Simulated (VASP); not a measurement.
Wanted: the native input for a VASP 6.6.1 run.

- Task: single point
- Functional: PBE
- Potentials or basis: VASP PAW PBE potentials, release 64 (Hf_pv, O)
- Cutoff: 520 eV
- k mesh: 6 × 6 × 6
- Occupations: gaussian, width 0.05 eV
- Spin: no spin polarisation
- Dipole correction: no
- Further INCAR settings: ALGO = Normal; EDIFF = 1e-06; NBANDS = 31

The structure of HfO2 lies in POSCAR:

```
HfO2
1.0
    0.0000000000     -2.5489194559     -2.5489194559
    0.0000000000      2.5489194559     -2.5489194559
    5.0978389119      0.0000000000      0.0000000000
Hf O
2 4
Direct
    0.5256971635      0.4743028365      0.5000000000
   -0.0256971635      0.0256971635      0.0000000000
    0.0001874464      0.5001874464      0.6634927549
    0.4998125536     -0.0001874464      0.3365072451
    0.0001874464      0.5001874464      0.1634927549
    0.4998125536     -0.0001874464      0.8365072451
```

This cell differs from its parent crystal: mode 1 frozen in at -0.441 Å and mode 5 at -0.131 Å (largest displacements).

The input as run:

INCAR

```
SYSTEM = HfO2
ALGO = Normal ; EDIFF = 1E-6
ENCUT = 520 ; GGA = PE
ISIF = 2 ; ISMEAR = 0
LASPH = .True. ; LCHARG = .False.
LREAL = .False. ; LWAVE = .False.
NBANDS = 31 ; NELM = 100
PREC = Accurate ; SIGMA = 0.05
```

KPOINTS

```
k-points
0
Gamma
  6 6 6
  0 0 0
```

Potentials or basis: VASP PAW PBE potentials, release 64 (Hf_pv, O).

The run is started by

```sh
$ cat potpaw_PBE.64/Hf_pv/POTCAR potpaw_PBE.64/O/POTCAR > POTCAR
$ mpirun -np 1 vasp_std > vasp.out
```

It gave:

```
Pressure               : 18.0 GPa
Largest force          : 2.494 eV/Å
Band gap on the k mesh : 4.41 eV, indirect (least direct gap 4.58 eV)
```

Caveat: the cell differs from its parent crystal (mode 1 frozen in at -0.441 Å and mode 5 at -0.131 Å (largest displacements)); spin-orbit coupling is left out, which moves the levels of the heavy elements; forces of over 1 eV/Å act on the atoms, so gaps and moduli don't describe the material at rest.

It took 72 s on 1 thread of Intel(R) Xeon(R) 6975P-C (Granite Rapids) (shared host), peak memory 0.25 GiB.
